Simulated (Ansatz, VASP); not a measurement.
**Sn: VASP beside Ansatz**

```xyz
1
Lattice="-1.7431 1.7431 1.8947 1.7431 -1.7431 1.8947 1.7431 1.7431 -1.8947" Properties=species:S:1:pos:R:3 pbc="T T T"
Sn    0.0000    0.0000    0.0000
```

Change from the starting cell: strain -0.080 along x and y, +0.000 along z, atoms carried along.

Alike in both runs: task single point; functional r2SCAN; k mesh 18 × 18 × 18; occupations gaussian, width 0.15 eV; no spin polarisation.

|  | VASP | Ansatz |
| --- | --- | --- |
| version | VASP 6.6.1 | Ansatz 0.2.0 |
| potentials or method | VASP PAW PBE potentials, release 64 (Sn_d), cutoff 520 eV | scalar-relativistic, plane waves, PAW |
| valence electrons in the cell | 14 | 14 |

|  | VASP | Ansatz | Ansatz less VASP |
| --- | --- | --- | --- |
| gap on the k mesh at the Fermi level (eV) | none | none | - |
| pressure (GPa) | 12.2 | 12.1 | -0.09 |
| traceless stress, the component that is largest in VASP (GPa) | -0.09 | -0.09 | +0.004 |

VASP's potentials were made for PBE, not for r2SCAN. A gap of «none» marks a metal or a gap that the smearing closes.
